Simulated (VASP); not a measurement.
Input of a VASP 6.6.1 run:

INCAR

```
SYSTEM = Ag4F
PREC = Accurate
ENCUT = 520
EDIFF = 1E-6
ISMEAR = 0
SIGMA = 0.1
LREAL = .FALSE.
LASPH = .TRUE.
NELM = 100
ALGO = Normal
ISIF = 2
LWAVE = .FALSE.
LCHARG = .FALSE.
LDIPOL = .TRUE.
IDIPOL = 3
DIPOL = 0.5 0.5 0.503
GGA = PS
IBRION = 2
NSW = 90
EDIFFG = -0.03
```

Contents of KPOINTS:

```
regular mesh
0
G
  12 12 1
  0 0 0
```

File POSCAR:

```
Ag4F
1.0
    2.8669036820      0.0000000000      0.0000000000
   -1.4334518410      2.4828114189      0.0000000000
    0.0000000000      0.0000000000     26.0224511627
Ag F
4 1
Selective dynamics
Direct
    0.6666666667      0.3333333333      0.3266410203  F F F
    0.3333333333      0.6666666667      0.4165947699  F F F
    0.0000000000      0.0000000000      0.5051670358  T T T
    0.6666666667      0.3333333333      0.5942154382  T T T
    0.6666666667      0.3333333333      0.6718407160  T T T
```

Potentials or basis: VASP PAW PBE potentials, release 64 (Ag, F).

Launch:

```sh
$ cat potpaw_PBE.64/Ag/POTCAR potpaw_PBE.64/F/POTCAR > POTCAR
$ mpirun -np 1 vasp_std > vasp.out
```

(1) Predict the energy gained by relaxing.

(2) Predict the band gap on the k mesh.

Results:

(1) 3.5 meV/atom.

(2) zero (an odd number of electrons rules out a gap without spin polarisation).

Caveat: an odd number of electrons without spin polarisation forces a metal; a magnetic or distorted state may lie lower.
